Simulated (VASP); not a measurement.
Write the native input for VASP 6.6.1 that does the following.

- Task: single point
- Functional: PBE
- Potentials or basis: VASP PAW PBE potentials, release 64 (Ho_3, Au, F), 4f in core
- Cutoff: 600 eV
- k mesh: 6 × 6 × 4
- Occupations: gaussian, width 0.02 eV
- Spin: no spin polarisation
- Dipole correction: no
- Mended: yes
- Further INCAR settings: ALGO = Normal; EDIFF = 1e-06; NBANDS = 33

The structure of HoAuF4 lies in POSCAR:

```
HoAuF4
1.0
    4.3204797784      0.0097485143      0.0194885112
   -0.0084693204      4.3218445403      0.0418756696
   -1.8013943772     -2.0049296817      7.3842095773
Ho Au F
1 1 4
Direct
    0.5000000000      0.0000000000      0.0000000000
    0.5000000000      0.0000000000      0.5000000000
    0.0000000000      0.0000000000      0.0000000000
    0.5000000000      0.5000000000      0.0000000000
    0.6200422613      0.1307871925      0.2927903474
    0.3799577387      0.8692128075      0.7072096526
```

These files were run (other wordings do the same):

INCAR

```
PREC = Accurate ; ENCUT = 600
EDIFF = 1E-6 ; ISMEAR = 0
SIGMA = 0.02 ; LREAL = False
LASPH = True ; NELM = 200
ALGO = Normal ; ISIF = 2
LWAVE = False ; LCHARG = False
GGA = PE ; NBANDS = 33
GGA_COMPAT = False ; LMAXMIX = 6
```

KPOINTS

```
regular mesh
0
Gamma
  6 6 4
```

Potentials or basis: VASP PAW PBE potentials, release 64 (Ho_3, Au, F), 4f in core.

The run is started by

```bash
$ cat potpaw_PBE.64/Ho_3/POTCAR potpaw_PBE.64/Au/POTCAR potpaw_PBE.64/F/POTCAR > POTCAR
$ mpirun -np 1 vasp_std > vasp.out
```

Results of the run:

```json
{"Pressure": "0.9 GPa", "Largest force": "0.094 eV/Å", "Band gap on the k mesh": "2.83 eV (least direct gap 3.40 eV)"}
```

Caveat: spin-orbit coupling is left out, which moves the levels of the heavy elements; the 4f electrons are frozen in the core, so they carry no moment and show no levels.

Run time: 5.2 min on 1 thread of Intel(R) Xeon(R) Platinum 8488C (Sapphire Rapids), on a shared host, peak memory 0.54 GiB.
